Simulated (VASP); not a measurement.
# ZrB2 (P6/mmm) in VASP: vibrations by perturbation theory with LDA

Aim: the vibrations by perturbation theory of ZrB2 with LDA.

Everything below comes from runs of VASP 6.6.1. Logs are shortened: lines on timing, memory, paths and dates and some standing lists are left out, and cuts for length are marked.

### Step 1. The cell of the first run

It takes space group P6/mmm (No. 191, hexagonal). The conventional cell has a = 3.133 Å, b = 3.133 Å, c = 3.489 Å, α = 90.00°, β = 90.00°, γ = 120.00°. Within 3.3 Å of Zr (site symmetry 6/mmm) lie 12 B at 2.51 Å and 6 Zr at 3.13 Å. B (site symmetry -6m2) has 3 B at 1.81 Å within 2.4 Å.

### Step 2. Vibrations by perturbation theory, LDA

Contents of INCAR:

```
SYSTEM = ZrB2
PREC = Accurate ; ENCUT = 520
EDIFF = 1E-8 ; ISMEAR = -1
SIGMA = 0.15 ; LREAL = .FALSE.
LASPH = .TRUE. ; NELM = 80
ALGO = Normal ; ISIF = 2
LWAVE = .FALSE. ; LCHARG = .TRUE.
GGA = CA ; NBANDS = 16
IBRION = 8 ; NSW = 1
```

Contents of KPOINTS:

```
regular mesh
0
G
  16 16 10
  0 0 0
```

Contents of POSCAR:

```
ZrB2
1.0
    3.1334871601      0.0000000000      0.0000000000
   -1.5667435800      2.7136794831      0.0000000000
    0.0000000000      0.0000000000      3.4885248181
Zr B
1 2
Direct
    0.0000000000      0.0000000000      0.0000000000
    0.3333333333      0.6666666667      0.5000000000
    0.6666666667      0.3333333333      0.5000000000
```

Potentials or basis: VASP PAW LDA potentials, release 64 (Zr_sv, B).

Command:

```console
> cat potpaw_LDA.64/Zr_sv/POTCAR potpaw_LDA.64/B/POTCAR > POTCAR
> mpirun -np 1 vasp_std > vasp.out
```

OUTCAR:

```text
SYSTEM = ZrB2
   PREC = Accurate
   ENCUT = 520
   EDIFF = 1E-8
   ISMEAR = -1
   LREAL = .FALSE.
   LASPH = .TRUE.
   NELM = 80
   ISIF = 2
   GGA = CA
   IBRION = 8
   NSW = 1

 ion  position               nearest neighbor table
   1  0.000  0.000  0.000-   2 2.51   3 2.51   2 2.51   3 2.51   2 2.51   2 2.51   3 2.51   3 2.51
                             3 2.51   3 2.51   2 2.51   2 2.51
   2  0.333  0.667  0.500-   3 1.81   3 1.81   3 1.81   1 2.51   1 2.51   1 2.51   1 2.51   1 2.51
                             1 2.51
   3  0.667  0.333  0.500-   2 1.81   2 1.81   2 1.81   1 2.51   1 2.51   1 2.51   1 2.51   1 2.51
                             1 2.51

  LATTYP: Found a hexagonal cell.
 ALAT       =     3.1334871601
 C/A-ratio  =     1.1133043283

  Lattice vectors:

 A1 = (   3.1334871601,   0.0000000000,   0.0000000000)
 A2 = (  -1.5667435800,   2.7136794831,   0.0000000000)
 A3 = (   0.0000000000,   0.0000000000,   3.4885248181)

Analysis of symmetry for initial positions (statically):
=====================================================================
 Subroutine PRICEL returns:
 Original cell was already a primitive cell.

 Routine SETGRP: Setting up the symmetry group for a
 hexagonal supercell.

 Subroutine GETGRP returns: Found 24 space group operations
 (whereof 24 operations were pure point group operations)
 out of a pool of 24 trial point group operations.

The static configuration has the point symmetry D_6h.

Analysis of symmetry for dynamics (positions and initial velocities):
=====================================================================
 Subroutine PRICEL returns:
 Original cell was already a primitive cell.

 Routine SETGRP: Setting up the symmetry group for a
 hexagonal supercell.

 Subroutine GETGRP returns: Found 24 space group operations
 (whereof 24 operations were pure point group operations)
 out of a pool of 24 trial point group operations.

The dynamic configuration has the point symmetry D_6h.

 Subroutine INISYM returns: Found 24 space group operations
 (whereof 24 operations are pure point group operations),
 and found     1 'primitive' translations

----------------------------------------------------------------------------------------

                                     Primitive cell

  volume of cell :      29.6639

  direct lattice vectors                    reciprocal lattice vectors
     3.133487160  0.000000000  0.000000000     0.319133269  0.184251679  0.000000000
    -1.566743580  2.713679483  0.000000000     0.000000000  0.368503357  0.000000000
     0.000000000  0.000000000  3.488524818     0.000000000  0.000000000  0.286654117

  length of vectors
     3.133487160  3.133487160  3.488524818     0.368503357  0.368503357  0.286654117

  position of ions in fractional coordinates (direct lattice)
     0.000000000  0.000000000  0.000000000
     0.333333333  0.666666667  0.500000000
     0.666666667  0.333333333  0.500000000

  ion indices of the primitive-cell ions
   primitive index   ion index
                 1           1
                 2           2
                 3           3

----------------------------------------------------------------------------------------

 KPOINTS: regular mesh

Automatic generation of k-mesh.
 Grid dimensions read from file:
 generate k-points for:   16   16   10

 Generating k-lattice:
[... 91 lines left out ...]
   LEPSILON=     F    determine dielectric tensor
   LRPA    =     F    only Hartree local field effects (RPA)
 non-spin polarized calculation
  energy-cutoff  :      520.00
  volume of cell :       29.66
 maximum number of plane-waves:       816
 NGX is ok and might be reduce to    24
   NGX = 11   NGY = 11   NGZ = 13

--------------------------------------- Ionic step        1  -------------------------------------------

 number of electron      18.0000000 magnetization

 Free energy of the ion-electron system (eV)
  ---------------------------------------------------
  ext. energy  EPLUGINS =         0.00000000
  ---------------------------------------------------
  free energy    TOTEN  =       -27.49252938 eV

  energy without entropy =      -27.47282165  energy(sigma->0) =      -27.48267552

 E-fermi :  10.8448     XC(G=0): -12.7538

 val. band max:       10.8313791177   @ k =   0.0625   0.0625   0.5000
 cond. band min:      10.8451912413   @ k =   0.1250   0.1250   0.2000
 fundamental gap:      0.0138121236
 Fermi energy:        10.8447797214

 k-point     1 :       0.0000    0.0000    0.0000
  band No.  band energies     occupation
      1     -37.3628      2.00000
      2     -15.7289      2.00000
      3     -15.1069      2.00000
      4     -15.1069      2.00000
      5      -1.8545      2.00000
      6       8.1640      2.00000
[... 433 lines left out ...]
      3     -15.5504      2.00000
      4     -15.4582      2.00000
      5       0.7074      2.00000
      6       4.4883      2.00000
[... 8 lines left out ...]
     15      18.7448      0.00000
     16      20.9192      0.00000

 [... further k-points ...]
[... 5 lines left out ...]
  --------------------------------------------------------------------------------------
  -------------------------------------------------------------------------------------
  Total        0.0815726      0.0815726      0.0880223      0.0000000     -0.0000000      0.0000000
  in kB        4.4058203      4.4058203      4.7541749      0.0000000     -0.0000000      0.0000000
  external PRESSURE =       4.5219385 kB  Pullay stress =       0.0000000 kB

 VOLUME and BASIS-vectors are now :
 -----------------------------------------------------------------------------
  energy-cutoff  :      520.00
  volume of cell :       29.66
      direct lattice vectors                 reciprocal lattice vectors
     3.133487160  0.000000000  0.000000000     0.319133269  0.184251679  0.000000000
    -1.566743580  2.713679483  0.000000000     0.000000000  0.368503357  0.000000000
     0.000000000  0.000000000  3.488524818     0.000000000  0.000000000  0.286654117

 POSITION                                       TOTAL-FORCE (eV/Angst)
 -----------------------------------------------------------------------------------
      0.00000      0.00000      0.00000         0.000000      0.000000      0.000000
     -0.00000      1.80912      1.74426         0.000000      0.000000      0.000000
      1.56674      0.90456      1.74426        -0.000000      0.000000      0.000000
 -----------------------------------------------------------------------------------
    total drift:                               -0.000000      0.000000      0.000000

  FREE ENERGIE OF THE ION-ELECTRON SYSTEM (eV)
  ---------------------------------------------------
  free  energy   TOTEN  =       -27.4925293844 eV

  energy  without entropy=      -27.4728216491  energy(sigma->0) =      -27.48267552

[... ionic steps 2 to 3 ...]

--------------------------------------- Ionic step        4  -------------------------------------------

------------------------ aborting loop because EDIFF is reached ----------------------------------------
[... 11 lines left out ...]
[... ionic steps 8 to 8 ...]

--------------------------------------- Ionic step        9  -------------------------------------------

 Free energy of the ion-electron system (eV)
  ---------------------------------------------------
  ---------------------------------------------------
  free energy    TOTEN  =        -0.04572222 eV

  energy without entropy =       -0.04572222

------------------------ aborting loop because EDIFF is reached ----------------------------------------

 INTERNAL STRAIN TENSOR  FOR ION    2  DIRECTION 3   (eV/Angst):
 -----------------------------------------------------------------------------
    -0.00241  0.00000 -0.00000
     0.00000 -0.00241  0.00000
    -0.00000 -0.00000  0.00075

 INTERNAL STRAIN TENSOR FOR ION    3 for displacements in x,y,z  (eV/Angst):
          X           Y           Z          XY          YZ          ZX
  --------------------------------------------------------------------------------
  x    -0.00000     0.00000     0.00000    -1.76354     0.00000     0.00000
  y    -1.76354     1.76354     0.00000     0.00000     0.00000     0.00000
  z     0.00000     0.00000     0.00000     0.00000    -0.00000    -0.00000

 SECOND DERIVATIVES (NOT SYMMETRIZED)
 ------------------------------------
               1X          1Y          1Z          2X          2Y          2Z          3X          3Y          3Z
  1X   -14.108910   -0.000000    0.000000    7.054455    0.000000    0.000000    7.054455    0.000000    0.000000
  1Y    -0.000000  -14.108910    0.000000    0.000000    7.054455    0.000000    0.000000    7.054455    0.000000
  1Z    -0.000000    0.000000  -15.410593   -0.000000    0.000000    7.705297   -0.000000    0.000000    7.705297
  2X     7.053511    0.000000    0.000000  -16.096238   -0.000000    0.000000    9.042727    0.000000    0.000000
  2Y     0.000000    7.053511    0.000000   -0.000000  -16.096238    0.000000    0.000000    9.042727    0.000000
  2Z     0.000000    0.000000    7.705512   -0.000000    0.000000  -10.482996   -0.000000    0.000000    2.777484
  3X     7.053511    0.000000    0.000000    9.042727    0.000000    0.000000  -16.096238   -0.000000    0.000000
  3Y     0.000000    7.053511    0.000000    0.000000    9.042727    0.000000   -0.000000  -16.096238    0.000000
  3Z     0.000000    0.000000    7.705512   -0.000000    0.000000    2.777484   -0.000000    0.000000  -10.482996

 Eigenvectors and eigenvalues of the dynamical matrix
 ----------------------------------------------------

   1 f  =   23.839189 THz   149.786044 2PiTHz  795.189760 cm-1    98.590921 meV
             X         Y         Z           dx          dy          dz
      0.000000  0.000000  0.000000    -0.000000    0.000000    0.000000
     -0.000000  1.809120  1.744262    -0.391176   -0.589051    0.000000
      1.566744  0.904560  1.744262     0.391176    0.589051   -0.000000
[... 43 lines left out ...]
   9 f/i=    0.000370 THz     0.002324 2PiTHz    0.012338 cm-1     0.001530 meV
             X         Y         Z           dx          dy          dz
      0.000000  0.000000  0.000000    -0.778955    0.449002   -0.000000
     -0.000000  1.809120  1.744262    -0.268176    0.154581   -0.000000
      1.566744  0.904560  1.744262    -0.268176    0.154581   -0.000000

--------------------------------------------------------------------------------------------------------

 ELASTIC MODULI CONTR FROM IONIC RELAXATION (kBar)
 Direction    XX          YY          ZZ          XY          YZ          ZX
 --------------------------------------------------------------------------------
 XX         -13.3640     13.3640      0.0000     -0.0000     -0.0000     -0.0000
 YY          13.3640    -13.3640     -0.0000     -0.0000      0.0000      0.0000
 ZZ           0.0000     -0.0000     -0.0000      0.0000      0.0000      0.0000
 XY          -0.0000     -0.0000      0.0000    -13.3640     -0.0000     -0.0000
 YZ          -0.0000      0.0000      0.0000     -0.0000     -0.0000     -0.0000
 ZX          -0.0000      0.0000      0.0000     -0.0000     -0.0000     -0.0000
 --------------------------------------------------------------------------------
```

It took 54 min on 1 thread of AMD EPYC 7R13, shared host; peak memory 0.76 GiB.

Results:

```
Highest phonon frequency at Γ : 795 cm⁻¹
```

Phonon frequencies in cm⁻¹ (negative: imaginary):
| q point | frequencies |
| --- | --- |
| (0.000, 0.000, 0.000) | 0 0 0 468 468 490 578 795 795 |
